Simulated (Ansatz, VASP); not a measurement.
Two plane-wave programs on Zr

```
CELL_PARAMETERS angstrom
3.24056 0.00000 0.00000
-1.62028 2.80641 0.00000
0.00000 0.00000 5.16158
ATOMIC_POSITIONS crystal
Zr 0.33333 0.66667 0.75000
Zr 0.66667 0.33333 0.25000
```

Alike in both runs: functional PBE; k mesh 8 × 8 × 4; occupations gaussian, width 0.05 eV; no spin polarisation.

Ansatz relaxed the structure, and its values are those at the end. VASP's run is a single point on that final structure, the one shown.

```csv
,VASP,Ansatz
version,VASP 6.6.1,Ansatz 0.2.0
potentials or method,"VASP PAW PBE potentials, release 64 (Zr_sv), cutoff 500 eV","scalar-relativistic, plane waves, PAW"
valence electrons in the cell,24,24
```

|  | VASP | Ansatz | Ansatz less VASP |
| --- | --- | --- | --- |
| gap on the k mesh at the Fermi level (eV) | none | none | - |
| pressure (GPa) | 0.0 | 0.0 | -0.06 |

A gap of «none» marks a metal or a gap that the smearing closes.
